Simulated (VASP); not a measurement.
# HfC (P-6m2) in VASP: further runs, part 2 of 2

VASP 6.6.1. The steps go on from the part before.

## 4. Single point, r2SCAN (12.56 Å³/atom)

This run uses another cell than the first one, of 12.56 Å³/atom.

File POSCAR:

```
HfC
1.0
    3.1804547859      0.0000000000      0.0000000000
   -1.5902273929      2.7543546401      0.0000000000
    0.0000000000      0.0000000000      2.8674955926
Hf C
1 1
Direct
    0.0000000000      0.0000000000      0.0000000000
    0.6666666667      0.3333333333      0.5000000000
```

File INCAR.step1:

```
ALGO = Normal
EDIFF = 1E-4
ENCUT = 520
GGA = PE
ISMEAR = 0
LASPH = True
LCHARG = False
LREAL = False
LWAVE = True
NBANDS = 14
NELM = 80
PREC = Accurate
SIGMA = 0.05
```

File INCAR.step2:

```
ALGO = Normal
EDIFF = 1E-6
ENCUT = 520
ISIF = 2
ISMEAR = 0
ISTART = 1
LASPH = True
LCHARG = True
LELF = True
LMIXTAU = True
LREAL = False
LVHAR = True
LWAVE = False
METAGGA = R2SCAN
NBANDS = 14
NELM = 80
PREC = Accurate
SIGMA = 0.05
```

File KPOINTS:

```
k-points
0
Gamma
  12 12 12
```

Potentials or basis: VASP PAW PBE potentials, release 64 (Hf_pv, C).

Started as:

```bash
$ cat potpaw_PBE.64/Hf_pv/POTCAR potpaw_PBE.64/C/POTCAR > POTCAR
$ cp INCAR.step1 INCAR
$ mpirun -np 1 vasp_std > vasp.out
$ cp INCAR.step2 INCAR
$ mpirun -np 1 vasp_std > vasp.out
```

OUTCAR:

```text
EDIFF = 1E-6
   ENCUT = 520
   ISIF = 2
   ISMEAR = 0
   ISTART = 1
   LASPH = True
   LREAL = False
   METAGGA = R2SCAN
   NELM = 80
   PREC = Accurate

 ion  position               nearest neighbor table
   1  0.000  0.000  0.000-   2 2.33   2 2.33   2 2.33   2 2.33   2 2.33   2 2.33
   2  0.667  0.333  0.500-   1 2.33   1 2.33   1 2.33   1 2.33   1 2.33   1 2.33

  LATTYP: Found a hexagonal cell.
 ALAT       =     3.1804547859
 C/A-ratio  =     0.9015992321

  Lattice vectors:

 A1 = (   3.1804547859,   0.0000000000,   0.0000000000)
 A2 = (  -1.5902273929,   2.7543546401,   0.0000000000)
 A3 = (   0.0000000000,   0.0000000000,   2.8674955926)

Analysis of symmetry for initial positions (statically):
=====================================================================
 Subroutine PRICEL returns:
 Original cell was already a primitive cell.

 Routine SETGRP: Setting up the symmetry group for a
 hexagonal supercell.

 Subroutine GETGRP returns: Found 12 space group operations
 (whereof 12 operations were pure point group operations)
 out of a pool of 24 trial point group operations.

The static configuration has the point symmetry D_3h.

Analysis of symmetry for dynamics (positions and initial velocities):
=====================================================================
 Subroutine PRICEL returns:
 Original cell was already a primitive cell.

 Routine SETGRP: Setting up the symmetry group for a
 hexagonal supercell.

 Subroutine GETGRP returns: Found 12 space group operations
 (whereof 12 operations were pure point group operations)
 out of a pool of 24 trial point group operations.

The dynamic configuration has the point symmetry D_3h.

 Subroutine INISYM returns: Found 12 space group operations
 (whereof 12 operations are pure point group operations),
 and found     1 'primitive' translations

----------------------------------------------------------------------------------------

                                     Primitive cell

  volume of cell :      25.1195

  direct lattice vectors                    reciprocal lattice vectors
     3.180454786  0.000000000  0.000000000     0.314420442  0.181530727  0.000000000
    -1.590227393  2.754354640  0.000000000     0.000000000  0.363061454  0.000000000
     0.000000000  0.000000000  2.867495593     0.000000000  0.000000000  0.348736369

  length of vectors
     3.180454786  3.180454786  2.867495593     0.363061454  0.363061454  0.348736369

  position of ions in fractional coordinates (direct lattice)
     0.000000000  0.000000000  0.000000000
     0.666666667  0.333333333  0.500000000

  ion indices of the primitive-cell ions
   primitive index   ion index
                 1           1
                 2           2

----------------------------------------------------------------------------------------

 KPOINTS: k-points

Automatic generation of k-mesh.
 Grid dimensions read from file:
 generate k-points for:   12   12   12

 Generating k-lattice:

  Cartesian coordinates                     Fractional coordinates (reciprocal lattice)
     0.026201704  0.015127561  0.000000000     0.083333333  0.000000000  0.000000000
     0.000000000  0.030255121  0.000000000     0.000000000  0.083333333  0.000000000
     0.000000000  0.000000000  0.029061364     0.000000000  0.000000000  0.083333333

[... 40 lines left out ...]
   total plane-waves  NPLWV =  13824
   dimension x,y,z NGX =    24 NGY =   24 NGZ =   24
   dimension x,y,z NGXF=    48 NGYF=   48 NGZF=   48
   ions per type =               1   1
   NGX,Y,Z   is equivalent  to a cutoff of  12.55, 12.55, 13.91 a.u.
   NGXF,Y,Z  is equivalent  to a cutoff of  25.09, 25.09, 27.83 a.u.
 SYSTEM =  unknown system
   PREC   = accura    normal or accurate (medium, high low for compatibility)
   ISTART =      1    job   : 0-new  1-cont  2-samecut
   ICHARG =      0    charge: 1-file 2-atom 10-const
   ISPIN  =      1    spin polarized calculation?
   LNONCOLLINEAR =      F non collinear calculations
   LSORBIT =      F    spin-orbit coupling
   LASPH  =      T    aspherical Exc in radial PAW
   ENCUT  =  520.0 eV  38.22 Ry    6.18 a.u.   5.91  5.91  5.33*2*pi/ulx,y,z
   NELM   =     80;   NELMIN=  2; NELMDL=  0     # of ELM steps
   EDIFF  = 0.1E-05   stopping-criterion for ELM
   LREAL  =      F    real-space projection
   EDIFFG = 0.1E-04   stopping-criterion for IOM
   NSW    =      0    number of steps for IOM
   IBRION =     -1    ionic relax: 0-MD 1-quasi-New 2-CG
   NFREE  =      0    steps in history (QN), initial steepest desc. (CG)
   ISIF   =      2    stress and relaxation
   ISYM   =      2    0-nonsym 1-usesym 2-fastsym
   POTIM  = 0.5000    time-step for ionic-motion
   TEBEG  =    0.0;   TEEND  =   0.0 temperature during run
   PSTRESS=    0.0 pullay stress
   NELECT =      14.0000    total number of electrons
   NUPDOWN=      -1.0000    fix difference up-down
   EMIN   =  10.00;   EMAX   =-10.00  energy-range for DOS
   EFERMI =   0.00;   METHOD = LEGACY
   ISMEAR =     0;   SIGMA  =   0.05  broadening in eV -4-tet -1-fermi 0-gaus
   EFERMI_NEDOS =   21; number of points for ismear=-14 and -15
   IALGO  =     38    algorithm
   IMIX   =      4    mixing-type and parameters
     AMIX     =   0.40;   BMIX     =  1.00
     AMIX_MAG =   1.60;   BMIX_MAG =  1.00
  volume/ion in A,a.u.               =      12.56        84.76
  Fermi-wavevector in a.u.,A,eV,Ry     =   1.347246  2.545926 24.695550  1.815072
  Thomas-Fermi vector in A             =   2.475012
   LORBIT       =      0    0 simple, 1 ext, 2 COOP (PROOUT), +10 PAW based schemes
   METAGGA = R2SCAN    functional components
   LHFCALC =     F    Hartree Fock is set to
   AEXX    =    0.0000 exact exchange contribution
   IVDW    =     0    specifies the selected vdW correction
   LEPSILON=     F    determine dielectric tensor
   LRPA    =     F    only Hartree local field effects (RPA)
 non-spin polarized calculation
 Gauss-broadening in eV      SIGMA  =   0.05
  energy-cutoff  :      520.00
  volume of cell :       25.12
 maximum number of plane-waves:       696
 NGX is ok and might be reduce to    24
   NGX = 11   NGY = 11   NGZ = 11

 number of electron      14.0000002 magnetization

 Free energy of the ion-electron system (eV)
  ---------------------------------------------------
  ext. energy  EPLUGINS =         0.00000000
  ---------------------------------------------------
  free energy    TOTEN  =       -55.69723328 eV

  energy without entropy =      -55.69686952  energy(sigma->0) =      -55.69705140

 E-fermi :   5.8125     XC(G=0): -13.0130

 val. band max:        5.7621586066   @ k =   0.3333   0.3333   0.5000
 cond. band min:       5.8194586211   @ k =   0.1667   0.1667   0.0000
 fundamental gap:      0.0573000144
 Fermi energy:         5.8124672670

 k-point     1 :       0.0000    0.0000    0.0000
  band No.  band energies     occupation
      1     -24.9668      2.00000
      2     -24.9668      2.00000
      3     -24.5384      2.00000
      4      -7.0275      2.00000
      5       4.0704      2.00000
      6       4.0704      2.00000
      7       4.7079      2.00000
      8       7.6497      0.00000
      9      11.6403      0.00000
     10      12.6134      0.00000
     11      12.6134      0.00000
     12      13.3050      0.00000
     13      13.3050      0.00000
     14      18.6477      0.00000
[... 377 lines left out ...]
      1     -25.4996      2.00000
      2     -25.0807      2.00000
      3     -24.5506      2.00000
      4      -5.0518      2.00000
      5       1.4018      2.00000
      6       5.0043      2.00000
      7       5.4369      2.00000
      8       5.9702      0.00001
      9      11.3617      0.00000
     10      11.6327      0.00000
     11      13.4907      0.00000
     12      14.1003      0.00000
     13      16.6148      0.00000
     14      18.6489      0.00000

 [... further k-points ...]

------------------------ aborting loop because EDIFF is reached ----------------------------------------

  FORCE on cell =-STRESS in cart. coord.  units (eV):
  Direction    XX          YY          ZZ          XY          YZ          ZX
  --------------------------------------------------------------------------------------
  -------------------------------------------------------------------------------------
  Total        1.3183151      1.3183151      1.2021962      0.0000000      0.0000000      0.0000000
  in kB       84.0848894     84.0848894     76.6785827      0.0000000      0.0000000      0.0000000
  external PRESSURE =      81.6161205 kB  Pullay stress =       0.0000000 kB

 VOLUME and BASIS-vectors are now :
 -----------------------------------------------------------------------------
  energy-cutoff  :      520.00
  volume of cell :       25.12
      direct lattice vectors                 reciprocal lattice vectors
     3.180454786  0.000000000  0.000000000     0.314420442  0.181530727  0.000000000
    -1.590227393  2.754354640  0.000000000     0.000000000  0.363061454  0.000000000
     0.000000000  0.000000000  2.867495593     0.000000000  0.000000000  0.348736369

 POSITION                                       TOTAL-FORCE (eV/Angst)
 -----------------------------------------------------------------------------------
      0.00000      0.00000      0.00000        -0.000000      0.000000      0.000000
      1.59023      0.91812      1.43375         0.000000     -0.000000      0.000000
 -----------------------------------------------------------------------------------
    total drift:                               -0.000000      0.000000      0.000000

  FREE ENERGIE OF THE ION-ELECTRON SYSTEM (eV)
  ---------------------------------------------------
  free  energy   TOTEN  =       -55.6972332840 eV

  energy  without entropy=      -55.6968695154  energy(sigma->0) =      -55.69705140
```

OUTCAR.step1:

```text
EDIFF = 1E-4
   ENCUT = 520
   GGA = PE
   ISMEAR = 0
   LASPH = True
[... 630 lines left out ...]
 -----------------------------------------------------------------------------------
      0.00000      0.00000      0.00000        -0.000000      0.000000      0.000000
      1.59023      0.91812      1.43375         0.000000      0.000000      0.000000
 -----------------------------------------------------------------------------------
    total drift:                               -0.000000      0.000000      0.000000

  FREE ENERGIE OF THE ION-ELECTRON SYSTEM (eV)
  ---------------------------------------------------
  free  energy   TOTEN  =       -19.4781240240 eV

  energy  without entropy=      -19.4776697895  energy(sigma->0) =      -19.47789691
```

Run time: 2.7 min. Hardware: 1 thread of Intel Xeon 8259CL, shared host; peak memory 0.18 GiB.

Results:

* Free energy: -55.6972 eV
* Pressure: 8.2 GPa
* Band gap on the k mesh: zero (bands 7 and 8 overlap by 0.14 eV)

Stress tensor (GPa, compression positive):
```
8.41 0.00 0.00
0.00 8.41 0.00
0.00 0.00 7.67
```

Levels at points of the mesh, in eV from the Fermi level:
```tsv
k point	band 4	band 5	band 6	band 7	band 8	band 9	band 10	band 11
(0.00, 0.00, 0.00)	-12.84	-1.74	-1.74	-1.10	1.84	5.83	6.80	6.80
(0.50, 0.00, 0.00)	-10.18	-5.13	-0.73	-0.58	0.27	5.98	6.47	6.91
(0.00, 0.00, 0.50)	-9.15	-6.36	-0.53	-0.53	2.37	2.37	5.80	5.80
(0.50, 0.00, 0.50)	-10.01	-4.26	-2.56	-2.51	2.15	7.08	7.91	8.68
```

Caveat: the cell stands under pressure; the PAW data sets were made with another functional, which shifts forces and pressure a little; spin-orbit coupling is left out, which moves the levels of the heavy elements.

## 5. Single point, r2SCAN (12.82 Å³/atom)

This run uses another cell than the first one, of 12.82 Å³/atom.

File POSCAR:

```
HfC
1.0
    3.2047972520      0.0000000000      0.0000000000
   -1.6023986260      2.7754358342      0.0000000000
    0.0000000000      0.0000000000      2.8829355559
Hf C
1 1
Direct
    0.0000000000      0.0000000000      0.0000000000
    0.6666666667      0.3333333333      0.5000000000
```

File INCAR.step1:

```
  PREC = Accurate
  ENCUT = 520
  ISMEAR = 0
  SIGMA = 0.05
  LREAL = F
  LASPH = T
  NELM = 80
  NBANDS = 14
  GGA = PE
  ALGO = Normal
  EDIFF = 1E-4
  LWAVE = T
  LCHARG = F
```

File INCAR.step2:

```
  PREC = Accurate
  ENCUT = 520
  EDIFF = 1E-7
  ISMEAR = 0
  SIGMA = 0.05
  LREAL = F
  LASPH = T
  NELM = 80
  ALGO = Normal
  ISIF = 2
  LWAVE = F
  LCHARG = T
  METAGGA = R2SCAN
  LMIXTAU = T
  LELF = T
  LVHAR = T
  NBANDS = 14
  ISTART = 1
```

File KPOINTS:

```
Automatic mesh
0
Gamma
  12 12 12
```

Potentials or basis: VASP PAW PBE potentials, release 64 (Hf_pv, C).

Started as:

```bash
$ cat potpaw_PBE.64/Hf_pv/POTCAR potpaw_PBE.64/C/POTCAR > POTCAR
$ cp INCAR.step1 INCAR
$ mpirun -np 1 vasp_std > vasp.out
$ cp INCAR.step2 INCAR
$ mpirun -np 1 vasp_std > vasp.out
```

OUTCAR:

```text
PREC = Accurate
   ENCUT = 520
   EDIFF = 1E-7
   ISMEAR = 0
   LREAL = F
   LASPH = T
   NELM = 80
   ISIF = 2
   METAGGA = R2SCAN
   ISTART = 1

 ion  position               nearest neighbor table
   1  0.000  0.000  0.000-   2 2.35   2 2.35   2 2.35   2 2.35   2 2.35   2 2.35
   2  0.667  0.333  0.500-   1 2.35   1 2.35   1 2.35   1 2.35   1 2.35   1 2.35

  LATTYP: Found a hexagonal cell.
 ALAT       =     3.2047972520
 C/A-ratio  =     0.8995687806

  Lattice vectors:
[... 594 lines left out ...]

 [... further k-points ...]

------------------------ aborting loop because EDIFF is reached ----------------------------------------

  FORCE on cell =-STRESS in cart. coord.  units (eV):
  Direction    XX          YY          ZZ          XY          YZ          ZX
  --------------------------------------------------------------------------------------
  -------------------------------------------------------------------------------------
  Total        0.5597606      0.5597606      0.4640483      0.0000000     -0.0000000      0.0000000
  in kB       34.9740709     34.9740709     28.9939276      0.0000000     -0.0000000      0.0000000
  external PRESSURE =      32.9806898 kB  Pullay stress =       0.0000000 kB

 VOLUME and BASIS-vectors are now :
 -----------------------------------------------------------------------------
  energy-cutoff  :      520.00
  volume of cell :       25.64
      direct lattice vectors                 reciprocal lattice vectors
     3.204797252  0.000000000  0.000000000     0.312032220  0.180151886  0.000000000
    -1.602398626  2.775435834  0.000000000     0.000000000  0.360303772  0.000000000
     0.000000000  0.000000000  2.882935556     0.000000000  0.000000000  0.346868662

 POSITION                                       TOTAL-FORCE (eV/Angst)
 -----------------------------------------------------------------------------------
      0.00000      0.00000      0.00000        -0.000000      0.000000      0.000000
      1.60240      0.92515      1.44147         0.000000      0.000000      0.000000
 -----------------------------------------------------------------------------------
    total drift:                               -0.000000      0.000000      0.000000

  FREE ENERGIE OF THE ION-ELECTRON SYSTEM (eV)
  ---------------------------------------------------
  free  energy   TOTEN  =       -55.7160465714 eV

  energy  without entropy=      -55.7157605808  energy(sigma->0) =      -55.71590358
```

Run time: 3.2 min. Hardware: 1 thread of Intel Xeon 8259CL, shared host; peak memory 0.19 GiB.

What came out:

| Property | Result |
| --- | --- |
| Free energy | -55.7160 eV |
| Pressure | 3.3 GPa |
| Band gap on the k mesh | zero (bands 7 and 8 overlap by 0.11 eV) |

Stress tensor (GPa, compression positive):
```
3.50 0.00 0.00
0.00 3.50 0.00
0.00 0.00 2.90
```

Caveat: the cell stands under pressure; the PAW data sets were made with another functional, which shifts forces and pressure a little; spin-orbit coupling is left out, which moves the levels of the heavy elements.

## 6. Single point, r2SCAN (13.04 Å³/atom)

This run uses another cell than the first one, of 13.04 Å³/atom.

File POSCAR:

```
HfC
1.0
    3.2248641244      0.0000000000      0.0000000000
   -1.6124320622      2.7928142555      0.0000000000
    0.0000000000      0.0000000000      2.8958783145
Hf C
1 1
Direct
    0.0000000000      0.0000000000      0.0000000000
    0.6666666667      0.3333333333      0.5000000000
```

File INCAR.step1:

```
SYSTEM = HfC
PREC = Accurate
ENCUT = 520
ISMEAR = 0
SIGMA = 0.05
LREAL = .False.
LASPH = .True.
NELM = 60
NBANDS = 14
GGA = PE
ALGO = Normal
EDIFF = 1E-4
LWAVE = .True.
LCHARG = .False.
```

File INCAR.step2:

```
SYSTEM = HfC
PREC = Accurate
ENCUT = 520
EDIFF = 1E-6
ISMEAR = 0
SIGMA = 0.05
LREAL = .False.
LASPH = .True.
NELM = 60
ALGO = Normal
ISIF = 2
LWAVE = .False.
LCHARG = .False.
METAGGA = R2SCAN
LMIXTAU = .True.
NBANDS = 14
ISTART = 1
```

File KPOINTS:

```
Automatic mesh
0
Gamma
  12 12 12
  0 0 0
```

Potentials or basis: VASP PAW PBE potentials, release 64 (Hf_pv, C).

Started as:

```bash
$ cat potpaw_PBE.64/Hf_pv/POTCAR potpaw_PBE.64/C/POTCAR > POTCAR
$ cp INCAR.step1 INCAR
$ mpirun -np 1 vasp_std > vasp.out
$ cp INCAR.step2 INCAR
$ mpirun -np 1 vasp_std > vasp.out
```

Run time: 3 min. Hardware: 1 thread of Intel Xeon 8259CL, shared host; peak memory 0.18 GiB.

The run converged. Its results:

```yaml
Free_energy: -55.7201 eV
Pressure: -0.4 GPa
Band_gap_on_the_k_mesh: zero (bands 7 and 8 overlap by 0.09 eV)
```

Stress tensor (GPa, compression positive):
```
-0.27  0.00  0.00
 0.00 -0.27  0.00
 0.00  0.00 -0.77
```

Levels at points of the mesh, in eV from the Fermi level:
```
           k point  band 5  band 6  band 7  band 8  band 9  band 10
(0.00, 0.00, 0.00)   -1.69   -1.69   -1.02    1.79    5.51     6.54
(0.50, 0.00, 0.00)   -5.06   -0.68   -0.49    0.21    5.78     6.16
(0.00, 0.00, 0.50)   -6.22   -0.52   -0.52    2.32    2.32     5.62
(0.50, 0.00, 0.50)   -4.15   -2.49   -2.47    2.02    6.76     7.53
```

Caveat: the PAW data sets were made with another functional, which shifts forces and pressure a little; spin-orbit coupling is left out, which moves the levels of the heavy elements.

## 7. Summary

```csv
task,level,cell,k mesh,cutoff (eV),gap on the mesh (eV),pressure (GPa)
single point,PBE,"a = 3.228, b = 3.228, c = 2.925 Å, angles 90.0, 90.0, 120.0°, 2 atoms",8 × 8 × 6,520,0.14,-0.8
relaxation of cell and atoms,PBE,"relaxed from a = 3.056, b = 3.056, c = 2.982 Å, angles 90.0, 90.0, 120.0°, 2 atoms",8 × 8 × 6,600,0.11,-0.1
single point,r2SCAN,"a = 3.180, b = 3.180, c = 2.867 Å, angles 90.0, 90.0, 120.0°, 2 atoms",12 × 12 × 12,520,none,8.2
single point,r2SCAN,"a = 3.205, b = 3.205, c = 2.883 Å, angles 90.0, 90.0, 120.0°, 2 atoms",12 × 12 × 12,520,none,3.3
single point,r2SCAN,"a = 3.225, b = 3.225, c = 2.896 Å, angles 90.0, 90.0, 120.0°, 2 atoms",12 × 12 × 12,520,none,-0.4
```

Alike in all rows: potentials or basis VASP PAW PBE potentials, release 64 (Hf_pv, C); no spin polarisation; smearing gaussian 0.05 eV.

Caveats: spin-orbit coupling is left out, which moves the levels of the heavy elements; the PAW data sets were made with another functional, which shifts forces and pressure a little (at least some runs); the cell stands under pressure (at least some runs).

Total energies depend on the potentials used, so only differences within one code and one set of settings carry meaning.

The gap in the log of VASP goes by the Fermi energy; the results here count the filled bands.